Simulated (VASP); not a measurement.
# Ca in VASP: single point with PBEsol

Aim: the single point of Ca with PBEsol.

All numbers are computed with VASP 6.6.1; they aren't measurements. Logs are shortened: lines on timing, memory, paths and dates and some standing lists are left out, and cuts for length are marked.

## 1. The cell of the first run

The cell holds a slab with vacuum, 28 atoms: a = 11.837 Å, b = 11.837 Å, c = 19.443 Å, α = 90.00°, β = 90.00°, γ = 60.00°.

## 2. Single point, PBEsol

INCAR reads:

```
ALGO = Normal
EDIFF = 1E-6
ENCUT = 520
GGA = PS
ISIF = 2
ISMEAR = -1
LASPH = True
LCHARG = False
LREAL = Auto
LWAVE = False
NBANDS = 160
NELM = 100
PREC = Accurate
SIGMA = 0.05
```

KPOINTS reads:

```
k-points
0
Gamma
  1 1 1
```

POSCAR reads:

```
Ca
1.0
   11.8369680000      0.0000000000      0.0000000000
    5.9184840000     10.2511150000      0.0000000000
    0.0000000000      0.0000000000     19.4432290000
Ca
28
Direct
    0.1111111000      0.1111111000      0.0514318000
    0.4444444000      0.1111111000      0.0514318000
    0.7777778000      0.1111111000      0.0514318000
    0.1111111000      0.4444444000      0.0514318000
    0.4444444000      0.4444444000      0.0514318000
    0.7777778000      0.4444444000      0.0514318000
    0.1111111000      0.7777778000      0.0514318000
    0.4444444000      0.7777778000      0.0514318000
    0.7777778000      0.7777778000      0.0514318000
   -0.1106155544      0.2224359235      0.2108515491
    0.2215159497      0.2224247669      0.2108557242
    0.5547301809      0.2238763716      0.2071344943
   -0.1102502395      0.5538651197      0.2036350546
    0.2250901327      0.5539644542      0.2060363310
    0.5542627099      0.5539403993      0.2060091116
   -0.1106328908      0.8903443903      0.2042288324
    0.2220896175      0.8891642898      0.2106792760
    0.5536241721      0.8903623269      0.2042103266
   -0.0022181333     -0.0022559044      0.3703360573
    0.3378510356     -0.0022761188      0.3703563649
    0.6672406143     -0.0011447181      0.3576712361
   -0.0033253541      0.3399836690      0.3713789716
    0.3339113336      0.3338537571      0.3674201042
    0.6655618131      0.3338587830      0.3674154621
    0.0009181031      0.6662577348      0.3544540830
    0.3339981964      0.6653372260      0.3670243965
    0.6661420715      0.6662350617      0.3543877464
    0.7847225450      0.7634417612      0.5058456468
```

Potentials or basis: VASP PAW PBE potentials, release 64 (Ca_sv).

Command:

```bash
cat potpaw_PBE.64/Ca_sv/POTCAR > POTCAR
mpirun -np 1 vasp_gam > vasp.out
```

OUTCAR:

```text
EDIFF = 1E-6
   ENCUT = 520
   GGA = PS
   ISIF = 2
   ISMEAR = -1
   LASPH = True
   LREAL = Auto
   NELM = 100
   PREC = Accurate

 ion  position               nearest neighbor table
   1  0.111  0.111  0.051-
   2  0.444  0.111  0.051-
   3  0.778  0.111  0.051-
   4  0.111  0.444  0.051-
   5  0.444  0.444  0.051-
   6  0.778  0.444  0.051-
[... 20 lines left out ...]
  27  0.666  0.666  0.354-
  28  0.785  0.763  0.506-

  LATTYP: Found a hexagonal cell.
 ALAT       =    11.8369680071
 C/A-ratio  =     1.6425852455

  Lattice vectors:

 A1 = (  -5.9184840000, -10.2511150000,   0.0000000000)
 A2 = (  11.8369680000,   0.0000000000,   0.0000000000)
 A3 = (   0.0000000000,   0.0000000000,  19.4432290000)

Analysis of symmetry for initial positions (statically):
=====================================================================
 Subroutine PRICEL returns:
 Original cell was already a primitive cell.

 Routine SETGRP: Setting up the symmetry group for a
 hexagonal supercell.

 Subroutine GETGRP returns: Found  1 space group operations
 (whereof  1 operations were pure point group operations)
 out of a pool of 24 trial point group operations.

The static configuration has the point symmetry C_1 .

Analysis of symmetry for dynamics (positions and initial velocities):
=====================================================================
 Subroutine PRICEL returns:
 Original cell was already a primitive cell.

 Routine SETGRP: Setting up the symmetry group for a
 hexagonal supercell.

 Subroutine GETGRP returns: Found  1 space group operations
 (whereof  1 operations were pure point group operations)
 out of a pool of 24 trial point group operations.

The dynamic configuration has the point symmetry C_1 .

 Subroutine INISYM returns: Found  1 space group operations
 (whereof  1 operations are pure point group operations),
 and found     1 'primitive' translations

[... 114 lines left out ...]
   ISTART =      0    job   : 0-new  1-cont  2-samecut
   ICHARG =      2    charge: 1-file 2-atom 10-const
   ISPIN  =      1    spin polarized calculation?
   LNONCOLLINEAR =      F non collinear calculations
   LSORBIT =      F    spin-orbit coupling
   LASPH  =      T    aspherical Exc in radial PAW
   ENCUT  =  520.0 eV  38.22 Ry    6.18 a.u.  22.01 22.01 36.15*2*pi/ulx,y,z
   NELM   =    100;   NELMIN=  2; NELMDL= -5     # of ELM steps
   EDIFF  = 0.1E-05   stopping-criterion for ELM
   LREAL  =      T    real-space projection
   EDIFFG = 0.1E-04   stopping-criterion for IOM
   NSW    =      0    number of steps for IOM
   IBRION =     -1    ionic relax: 0-MD 1-quasi-New 2-CG
   NFREE  =      0    steps in history (QN), initial steepest desc. (CG)
   ISIF   =      2    stress and relaxation
   ISYM   =      2    0-nonsym 1-usesym 2-fastsym
   POTIM  = 0.5000    time-step for ionic-motion
   TEBEG  =    0.0;   TEEND  =   0.0 temperature during run
   PSTRESS=    0.0 pullay stress
   NELECT =     280.0000    total number of electrons
   NUPDOWN=      -1.0000    fix difference up-down
   EMIN   =  10.00;   EMAX   =-10.00  energy-range for DOS
   EFERMI =   0.00;   METHOD = LEGACY
   ISMEAR =    -1;   SIGMA  =   0.05  broadening in eV -4-tet -1-fermi 0-gaus
   EFERMI_NEDOS =   21; number of points for ismear=-14 and -15
   IALGO  =     38    algorithm
   IMIX   =      4    mixing-type and parameters
     AMIX     =   0.40;   BMIX     =  1.00
     AMIX_MAG =   1.60;   BMIX_MAG =  1.00
  volume/ion in A,a.u.               =      84.26       568.62
  Fermi-wavevector in a.u.,A,eV,Ry     =   0.804515  1.520313  8.806296  0.647245
  Thomas-Fermi vector in A             =   1.912586
   LORBIT       =      0    0 simple, 1 ext, 2 COOP (PROOUT), +10 PAW based schemes
   GGA     = PS    functional components
   LHFCALC =     F    Hartree Fock is set to
   AEXX    =    0.0000 exact exchange contribution
   IVDW    =     0    specifies the selected vdW correction
   LEPSILON=     F    determine dielectric tensor
   LRPA    =     F    only Hartree local field effects (RPA)
 non-spin polarized calculation
  energy-cutoff  :      520.00
  volume of cell :     2359.28
 maximum number of plane-waves:     31705
 NGX is ok and might be reduce to    90
   NGX = 45   NGY = 45   NGZ = 73

 number of electron     279.9999986 magnetization

 Free energy of the ion-electron system (eV)
  ---------------------------------------------------
  ext. energy  EPLUGINS =         0.00000000
  ---------------------------------------------------
  free energy    TOTEN  =       -50.96225864 eV

  energy without entropy =      -50.85802021  energy(sigma->0) =      -50.91013943

 E-fermi :  -0.3755     XC(G=0):  -4.7438

 val. band max:       -0.5598694687   @ k =   0.0000   0.0000   0.0000
 cond. band min:      -0.2088052189   @ k =   0.0000   0.0000   0.0000
 fundamental gap:      0.3510642497
 Fermi energy:        -0.3754530768

 k-point     1 :       0.0000    0.0000    0.0000
  band No.  band energies     occupation
      1     -43.6715      2.00000
      2     -42.7376      2.00000
      3     -42.7355      2.00000
      4     -42.7347      2.00000
      5     -42.6839      2.00000
      6     -42.6814      2.00000
[... 144 lines left out ...]
    151       0.0079      0.00093
    152       0.0208      0.00072
 [bands above 152 left out]

------------------------ aborting loop because EDIFF is reached ----------------------------------------

  FORCE on cell =-STRESS in cart. coord.  units (eV):
  Direction    XX          YY          ZZ          XY          YZ          ZX
  --------------------------------------------------------------------------------------
  -------------------------------------------------------------------------------------
  Total       -7.5206368     -7.7338627      0.6498607      0.0016879     -0.0211420     -0.0003836
  in kB       -5.1072278     -5.2520285      0.4413172      0.0011463     -0.0143575     -0.0002605
  external PRESSURE =      -3.3059797 kB  Pullay stress =       0.0000000 kB

 VOLUME and BASIS-vectors are now :
 -----------------------------------------------------------------------------
  energy-cutoff  :      520.00
  volume of cell :     2359.28
      direct lattice vectors                 reciprocal lattice vectors
    11.836968000  0.000000000  0.000000000     0.084481093 -0.048775182  0.000000000
     5.918484000 10.251115000  0.000000000     0.000000000  0.097550364  0.000000000
     0.000000000  0.000000000 19.443229000     0.000000000  0.000000000  0.051431786

 POSITION                                       TOTAL-FORCE (eV/Angst)
 -----------------------------------------------------------------------------------
      1.97283      1.13901      1.00000         0.000017      0.001137      0.069355
      5.91848      1.13901      1.00000         0.002159      0.027538     -0.006110
      9.86414      1.13901      1.00000        -0.002186      0.027420     -0.005896
      3.94566      4.55605      1.00000         0.021736     -0.008580     -0.020934
      7.89131      4.55605      1.00000        -0.000185     -0.006606     -0.041345
     11.83697      4.55605      1.00000        -0.021612     -0.008445     -0.021079
[... 20 lines left out ...]
     11.82820      6.82965      6.89044        -0.012282     -0.004186      0.006489
     13.80715      7.82613      9.83527         0.000034     -0.003823      0.020063
 -----------------------------------------------------------------------------------
    total drift:                               -0.000059      0.000064     -0.007634

  FREE ENERGIE OF THE ION-ELECTRON SYSTEM (eV)
  ---------------------------------------------------
  free  energy   TOTEN  =       -50.9622586389 eV

  energy  without entropy=      -50.8580202142  energy(sigma->0) =      -50.91013943
```

OSZICAR:

```text
N       E                     dE             d eps       ncg     rms          rms(c)
DAV:   1     0.298013953876E+04    0.29801E+04   -0.14958E+05   408   0.152E+03
DAV:   2     0.172448148885E+03   -0.28077E+04   -0.27854E+04   320   0.473E+02
DAV:   3    -0.142381768141E+02   -0.18669E+03   -0.18205E+03   472   0.792E+01
[... 16 lines left out ...]
DAV:  20    -0.509622426940E+02   -0.16708E-03   -0.73417E-05   256   0.107E-02    0.497E-03
DAV:  21    -0.509622535369E+02   -0.10843E-04   -0.10516E-05   296   0.447E-03    0.281E-03
DAV:  22    -0.509622573316E+02   -0.37947E-05   -0.18580E-06   256   0.262E-03    0.166E-03
DAV:  23    -0.509622583540E+02   -0.10224E-05   -0.55050E-07   264   0.134E-03    0.124E-03
DAV:  24    -0.509622586389E+02   -0.28489E-06   -0.35869E-08   216   0.776E-04
   1 F= -.50962259E+02 E0= -.50910139E+02  d E =-.104238E+00
```

stdout:

```text
POSCAR found type information on POSCAR Ca
 POSCAR found :  1 types and      28 ions
 scaLAPACK will be used
 -----------------------------------------------------------------------------
|                                                                             |
|                                                                             |
|     You enforced a specific xc type in the INCAR file but a different       |
|     I HOPE YOU KNOW WHAT YOU ARE DOING!                                     |
|                                                                             |
 -----------------------------------------------------------------------------

 LDA part: xc-table for (Slater+PW92), standard interpolation
 POSCAR, INCAR and KPOINTS ok, starting setup
 FFT: planning ... GRIDC
 FFT: planning ... GRID_SOFT
 FFT: planning ... GRID
 WAVECAR not read
 entering main loop
```

It took 14 min on 1 thread of Intel Xeon Platinum 8488C (Sapphire Rapids), shared host; peak memory 1.8 GiB.

What came out:

```yaml
Free_energy: -50.9623 eV
Largest_force: 0.119 eV/Å
```

Forces in eV/Å, atoms in the order of the input:
```
Ca   0.000  0.001  0.069
Ca   0.002  0.028 -0.006
Ca  -0.002  0.027 -0.006
Ca   0.022 -0.009 -0.021
Ca   0.000 -0.007 -0.041
Ca  -0.022 -0.008 -0.021
Ca   0.016 -0.016 -0.014
Ca  -0.016 -0.016 -0.014
Ca   0.000 -0.001 -0.119
Ca  -0.017  0.011  0.000
Ca   0.017  0.011  0.000
Ca   0.000 -0.012  0.011
Ca   0.000  0.007  0.009
Ca  -0.016  0.010  0.018
Ca   0.016  0.011  0.019
Ca  -0.006 -0.006  0.008
Ca   0.000 -0.022  0.001
Ca   0.006 -0.007  0.008
Ca  -0.013 -0.009  0.011
Ca   0.013 -0.009  0.011
Ca   0.000  0.004  0.017
Ca   0.000  0.019  0.011
Ca  -0.005 -0.001  0.005
Ca   0.006 -0.001  0.005
Ca   0.012 -0.004  0.007
Ca   0.000  0.006  0.004
Ca  -0.012 -0.004  0.006
Ca   0.000 -0.004  0.020
```

Caveat: the k points lie up to 0.61 Å⁻¹ apart; there is no dipole correction, which matters where the two faces differ; the PAW data sets were made with another functional, which shifts forces and pressure a little.
